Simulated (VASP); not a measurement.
## FeSi2: relaxation of cell and atoms with PBEsol

The system is FeSi2.

```
CELL_PARAMETERS angstrom
2.68400 0.00000 0.00000
0.00000 2.68400 0.00000
0.00000 0.00000 5.12800
ATOMIC_POSITIONS crystal
Fe 0.00000 0.00000 0.00000
Si 0.50000 0.50000 0.27000
Si 0.50000 0.50000 0.73000
```

```json
{"Program": "VASP 6.6.1", "Task": "relaxation of cell and atoms", "Functional": "PBEsol", "Potentials or basis": "VASP PAW PBE potentials, release 64 (Fe, Si)", "Cutoff": "600 eV", "k mesh": "16 × 16 × 8", "Occupations": "gaussian, width 0.1 eV", "Spin": "no spin polarisation", "Dipole correction": "no", "Further INCAR settings": "ALGO = Normal; EDIFF = 1e-07; IBRION = 2; EDIFFG = -0.005; NSW = 100; ISIF = 3"}
```

| Quantity | Value |
| --- | --- |
| Relaxed volume | 12.21 Å³/atom |
| Relaxed cell | a = 2.678 Å, b = 2.678 Å, c = 5.110 Å, α = 90.00°, β = 90.00°, γ = 90.00° |
| Space group after relaxing (to 0.05 Å) | P4/mmm (No. 123) |
| Energy gained by relaxing | 1.4 meV/atom |
| Ionic steps | 6 |
| Pressure after relaxing | 0.0 GPa |
| Band gap on the k mesh | zero (band 8 reaches 10.21 eV, above the bottom of band 9 at 9.83 eV) |

Forces on the atoms (eV/Å):
```
Fe   0.000  0.000  0.000
Si   0.000  0.000  0.002
Si   0.000  0.000 -0.002
```

Step by step:
| step | energy change (eV) | largest force (eV/Å) | pressure (GPa) | volume (Å³) |
| --- | --- | --- | --- | --- |
| 1 | 0.0000 | 0.2882 | -1.24 | 36.94 |
| 2 | -0.0025 | 0.1240 | 1.16 | 36.44 |
| 3 | -0.0041 | 0.0435 | 0.20 | 36.63 |
| 4 | -0.0042 | 0.0282 | -0.27 | 36.69 |
| 5 | -0.0043 | 0.0048 | -0.12 | 36.67 |
| 6 | -0.0043 | 0.0021 | 0.03 | 36.64 |

Final structure:
```xyz
3
Lattice="2.6776 0.0000 0.0000 0.0000 2.6776 0.0000 0.0000 0.0000 5.1102" Properties=species:S:1:pos:R:3 pbc="T T T"
Fe    2.6776    0.0000    0.0000
Si    1.3388    1.3388    1.3900
Si    1.3388    1.3388    3.7202
```

Levels at points of the mesh, in eV from the Fermi level:
```tsv
k point	band 6	band 7	band 8	band 9	band 10	band 11
(0.00, 0.00, 0.00)	-1.51	-1.51	-0.63	4.61	4.61	6.55
(0.50, 0.00, 0.00)	-3.22	-2.08	-1.10	0.10	1.49	2.29
(0.50, 0.50, 0.00)	-3.28	-2.28	0.18	0.53	2.59	2.96
(0.00, 0.00, 0.50)	-1.56	-1.56	-0.63	2.53	5.78	5.78
(0.50, 0.00, 0.50)	-2.46	-2.07	-1.11	0.61	2.40	4.89
(0.50, 0.50, 0.50)	-3.29	-1.81	0.18	0.36	0.36	1.12
```

It took 5.7 min on 1 thread of Intel(R) Xeon(R) Platinum 8259CL CPU @ 2.50GHz (Skylake/Cascade Lake) (shared host), peak memory 0.28 GiB.

Caveat: the PAW data sets were made with another functional, which shifts forces and pressure a little. Spin polarisation is off, so any magnetic state and its effect on volume and gap are missing.
